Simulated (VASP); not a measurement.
Wanted: the native input for a VASP 6.6.1 run.

- Task: relaxation of cell and atoms
- Functional: PBEsol
- Potentials or basis: VASP PAW PBE potentials, release 64 (Li_sv, Se)
- Cutoff: 750 eV
- k mesh: 6 × 6 × 6
- Occupations: fermi-dirac, width 0.02 eV
- Spin: no spin polarisation
- Dipole correction: no
- Further INCAR settings: ALGO = Normal; EDIFF = 1e-07; IBRION = 2; EDIFFG = -0.005; NSW = 80; ISIF = 3

The structure of Li2Se lies in POSCAR:

```
Li2Se
1.0
    0.0000000000      3.0025000000      3.0025000000
    3.0025000000      0.0000000000      3.0025000000
    3.0025000000      3.0025000000      0.0000000000
Li Se
2 1
Direct
    0.2500000000      0.2500000000      0.2500000000
    0.7500000000      0.7500000000      0.7500000000
    0.0000000000      0.0000000000      0.0000000000
```

One way to write it, as run:

INCAR

```
SYSTEM = Li2Se
PREC = Accurate
ENCUT = 750
EDIFF = 1E-7
ISMEAR = -1
SIGMA = 0.02
LREAL = .False.
LASPH = .True.
NELM = 120
ALGO = Normal
ISIF = 3
LWAVE = .False.
LCHARG = .False.
GGA = PS
IBRION = 2
NSW = 80
EDIFFG = -0.005
GGA_COMPAT = .False.
NELMIN = 4
```

KPOINTS

```
Automatic mesh
0
Gamma
  6 6 6
  0 0 0
```

Potentials or basis: VASP PAW PBE potentials, release 64 (Li_sv, Se).

The run is started by

```console
$ cat potpaw_PBE.64/Li_sv/POTCAR potpaw_PBE.64/Se/POTCAR > POTCAR
$ mpirun -np 1 vasp_std > vasp.out
```

Results of the run:

```yaml
Relaxed_volume: 17.52 Å³/atom
Relaxed_cell: a = 4.205 Å, b = 4.205 Å, c = 4.205 Å, α = 60.00°, β = 60.00°, γ = 60.00°
Space_group_after_relaxing_to_0.1_Å: Fm-3m (No. 225)
Energy_gained_by_relaxing: 1.7 meV/atom
Ionic_steps: 3
Pressure_after_relaxing: 0.0 GPa
Band_gap_on_the_k_mesh: 2.81 eV (least direct gap 3.36 eV)
```

Caveat: the PAW data sets were made with another functional, which shifts forces and pressure a little.

Run time: 29 s on 1 thread of Intel(R) Xeon(R) 6975P-C (Granite Rapids) (shared host), peak memory 0.24 GiB.
